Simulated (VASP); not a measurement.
# PbSe (Clausthalite) (Fm-3m) in VASP: a series of runs, part 2 of 2

VASP 6.6.1. The steps go on from the part before.

## (4) Single point, PBE+D3(BJ)

This run uses another cell than the first one, of 30.20 Å³/atom, 1.053 times its volume.

Contents of INCAR:

```
SYSTEM = PbSe
  PREC = Accurate
  ENCUT = 520
  EDIFF = 1E-7
  ISMEAR = 0
  SIGMA = 0.1
  LREAL = .False.
  LASPH = .True.
  NELM = 100
  ALGO = Normal
  ISIF = 2
  LWAVE = .False.
  LCHARG = .True.
  GGA = PE
  IVDW = 12
  LELF = .True.
  LVHAR = .True.
  NBANDS = 17
```

Contents of KPOINTS:

```
Automatic mesh
0
Gamma
  5 5 5
  0 0 0
```

Contents of POSCAR:

```
PbSe
1.0
    0.0000000000      3.1141219194      3.1141219194
    3.1141219194      0.0000000000      3.1141219194
    3.1141219194      3.1141219194      0.0000000000
Pb Se
1 1
Direct
    0.0000000000      0.0000000000      0.0000000000
    0.5000000000      0.5000000000      0.5000000000
```

Potentials or basis: VASP PAW PBE potentials, release 64 (Pb_d, Se).

Started as:

```sh
> cat potpaw_PBE.64/Pb_d/POTCAR potpaw_PBE.64/Se/POTCAR > POTCAR
> mpirun -np 1 vasp_std > vasp.out
```

OUTCAR:

```text
SYSTEM = PbSe
   PREC = Accurate
   ENCUT = 520
   EDIFF = 1E-7
   ISMEAR = 0
   LREAL = .False.
   LASPH = .True.
   NELM = 100
   ISIF = 2
   GGA = PE
   IVDW = 12
 IVDW          = 12

 ion  position               nearest neighbor table
   1  0.000  0.000  0.000-   2 3.11   2 3.11   2 3.11   2 3.11   2 3.11   2 3.11
   2  0.500  0.500  0.500-   1 3.11   1 3.11   1 3.11   1 3.11   1 3.11   1 3.11

  LATTYP: Found a face centered cubic cell.
 ALAT       =     6.2282438388

  Lattice vectors:

 A1 = (   0.0000000000,   3.1141219194,   3.1141219194)
 A2 = (   3.1141219194,   0.0000000000,   3.1141219194)
 A3 = (   3.1141219194,   3.1141219194,   0.0000000000)

Analysis of symmetry for initial positions (statically):
=====================================================================
 Subroutine PRICEL returns:
 Original cell was already a primitive cell.

 Routine SETGRP: Setting up the symmetry group for a
 face centered cubic supercell.

 Subroutine GETGRP returns: Found 48 space group operations
 (whereof 48 operations were pure point group operations)
 out of a pool of 48 trial point group operations.

The static configuration has the point symmetry O_h .

Analysis of symmetry for dynamics (positions and initial velocities):
[... 145 lines left out ...]
 E-fermi :   4.5182     XC(G=0):  -9.2950

 val. band max:        4.0877900367   @ k =   0.4000   0.0000   0.0000
 cond. band min:       5.3081275958   @ k =   0.4000   0.0000   0.0000
 fundamental gap:      1.2203375592
 Fermi energy:         4.5181999173

 k-point     1 :       0.0000    0.0000    0.0000
  band No.  band energies     occupation
      1     -12.3235      2.00000
      2     -12.3235      2.00000
      3     -12.3235      2.00000
      4     -12.3173      2.00000
      5     -12.3173      2.00000
      6      -8.7314      2.00000
[... 177 lines left out ...]
      4     -12.3035      2.00000
      5     -12.2911      2.00000
      6      -7.5544      2.00000
[... 9 lines left out ...]
     16      15.5760      0.00000
     17      15.7892      0.00000

------------------------ aborting loop because EDIFF is reached ----------------------------------------

 Edisp (eV)   -0.69863

 E8    (eV) :    -0.3262

  FORCE on cell =-STRESS in cart. coord.  units (eV):
  Direction    XX          YY          ZZ          XY          YZ          ZX
  --------------------------------------------------------------------------------------
  -------------------------------------------------------------------------------------
  Total      -0.83664    -0.83664    -0.83664     0.00000     0.00000     0.00000
  in kB     -22.19273   -22.19273   -22.19273     0.00000     0.00000     0.00000
  external pressure =      -22.19 kB  Pullay stress =        0.00 kB

 VOLUME and BASIS-vectors are now :
 -----------------------------------------------------------------------------
  energy-cutoff  :      520.00
  volume of cell :       60.40
      direct lattice vectors                 reciprocal lattice vectors
     0.000000000  3.114121919  3.114121919    -0.160558903  0.160558903  0.160558903
     3.114121919  0.000000000  3.114121919     0.160558903 -0.160558903  0.160558903
     3.114121919  3.114121919  0.000000000     0.160558903  0.160558903 -0.160558903

 POSITION                                       TOTAL-FORCE (eV/Angst)
 -----------------------------------------------------------------------------------
      0.00000      0.00000      0.00000         0.000000      0.000000      0.000000
      3.11412      3.11412      3.11412         0.000000      0.000000     -0.000000
 -----------------------------------------------------------------------------------
    total drift:                                0.000000      0.000000      0.000000

  FREE ENERGIE OF THE ION-ELECTRON SYSTEM (eV)
  ---------------------------------------------------
  free  energy   TOTEN  =        -8.9061326687 eV

  energy  without entropy=       -8.9061326686  energy(sigma->0) =       -8.90613267
```

OSZICAR:

```text
N       E                     dE             d eps       ncg     rms          rms(c)
DAV:   1     0.161932320569E+03    0.16193E+03   -0.93680E+03   340   0.116E+03
DAV:   2     0.438407942404E+01   -0.15755E+03   -0.15224E+03   358   0.315E+02
DAV:   3    -0.822064290049E+01   -0.12605E+02   -0.12518E+02   422   0.937E+01
DAV:   4    -0.852136230562E+01   -0.30072E+00   -0.30051E+00   429   0.164E+01
DAV:   5    -0.853103732227E+01   -0.96750E-02   -0.96746E-02   501   0.282E+00    0.272E+00
DAV:   6    -0.820838153856E+01    0.32266E+00   -0.82521E-01   489   0.589E+00    0.149E+00
DAV:   7    -0.820438475741E+01    0.39968E-02   -0.12518E-01   405   0.165E+00    0.845E-01
DAV:   8    -0.820797929152E+01   -0.35945E-02   -0.14679E-02   376   0.125E+00    0.188E-01
DAV:   9    -0.820740797004E+01    0.57132E-03   -0.32651E-03   509   0.502E-01    0.591E-02
DAV:  10    -0.820749639741E+01   -0.88427E-04   -0.25073E-04   403   0.876E-02    0.208E-02
DAV:  11    -0.820750337527E+01   -0.69779E-05   -0.51196E-05   467   0.706E-02    0.701E-03
DAV:  12    -0.820750353020E+01   -0.15493E-06   -0.27250E-06   407   0.130E-02    0.184E-03
DAV:  13    -0.820750354783E+01   -0.17634E-07   -0.14761E-07   370   0.391E-03
   1 F= -.89061327E+01 E0= -.89061327E+01  d E =-.422531E-10
```

stdout:

```text
POSCAR found type information on POSCAR PbSe
 POSCAR found :  2 types and       2 ions
 scaLAPACK will be used
 LDA part: xc-table for (Slater+PW92), standard interpolation
 POSCAR, INCAR and KPOINTS ok, starting setup
 FFT: planning ... GRIDC
 FFT: planning ... GRID_SOFT
 FFT: planning ... GRID
 WAVECAR not read
 entering main loop
```

Run time: 13 s. Hardware: 1 thread of Intel Xeon 6975P-C, shared host; peak memory 0.21 GiB.

What came out:

| Item | Value |
| --- | --- |
| Free energy | -8.9061 eV |
| Pressure | -2.2 GPa |
| Dispersion energy per atom | -0.349 eV |

Caveat: this odd mesh misses L, where the gap lies, so gap, dielectric constants and Born charges aren't listed; three body term missing; spin-orbit coupling is left out, which moves the levels of the heavy elements.

## (5) Single point, PBE+D3(BJ)

This run uses another cell than the first one, of 30.96 Å³/atom, 1.080 times its volume.

Contents of INCAR:

```
SYSTEM = PbSe
PREC = Accurate ; ENCUT = 520
EDIFF = 1E-7 ; ISMEAR = 0
SIGMA = 0.1 ; LREAL = .False.
LASPH = .True. ; NELM = 60
ALGO = Normal ; ISIF = 2
LWAVE = .False. ; LCHARG = .True.
GGA = PE ; IVDW = 12
LELF = .True. ; LVHAR = .True.
NBANDS = 17
```

Contents of KPOINTS:

```
regular mesh
0
Gamma
  5 5 5
  0 0 0
```

Contents of POSCAR:

```
PbSe
1.0
    0.0000000000      3.1401827287      3.1401827287
    3.1401827287      0.0000000000      3.1401827287
    3.1401827287      3.1401827287      0.0000000000
Pb Se
1 1
Direct
    0.0000000000      0.0000000000      0.0000000000
    0.5000000000      0.5000000000      0.5000000000
```

Started as:

```sh
> cat potpaw_PBE.64/Pb_d/POTCAR potpaw_PBE.64/Se/POTCAR > POTCAR
> mpirun -np 1 vasp_std > vasp.out
```

It took 14 s on 1 thread of Intel Xeon 6975P-C, shared host; peak memory 0.21 GiB.

Results (log left out):

- Free energy: -8.8815 eV
- Pressure: -2.9 GPa
- Dispersion energy per atom: -0.341 eV

Levels at points of the mesh, in eV from the Fermi level:
```tsv
k point	band 7	band 8	band 9	band 10	band 11	band 12	band 13	band 14
(0.00, 0.00, 0.00)	-6.62	-1.74	-1.74	-1.74	4.34	4.34	4.34	6.48
```

Caveat: this odd mesh misses L, where the gap lies, so gap, dielectric constants and Born charges aren't listed; three body term missing; spin-orbit coupling is left out, which moves the levels of the heavy elements.

## (6) Overview

| cell | pressure (GPa) |
| --- | --- |
| a = 4.328 Å, angles 60.0°, 2 atoms | 0.1 |
| a = 4.367 Å, angles 60.0°, 2 atoms | -1.2 |
| a = 4.404 Å, angles 60.0°, 2 atoms | -2.2 |
| a = 4.441 Å, angles 60.0°, 2 atoms | -2.9 |

Alike in all rows: task single point; level PBE+D3(BJ); potentials or basis VASP PAW PBE potentials, release 64 (Pb_d, Se); no spin polarisation; k mesh 5 × 5 × 5; cutoff (eV) 520; smearing gaussian 0.1 eV.

Caveats: three body term missing; spin-orbit coupling is left out, which moves the levels of the heavy elements.

Absolute energies hang on the potentials; compare differences alone.
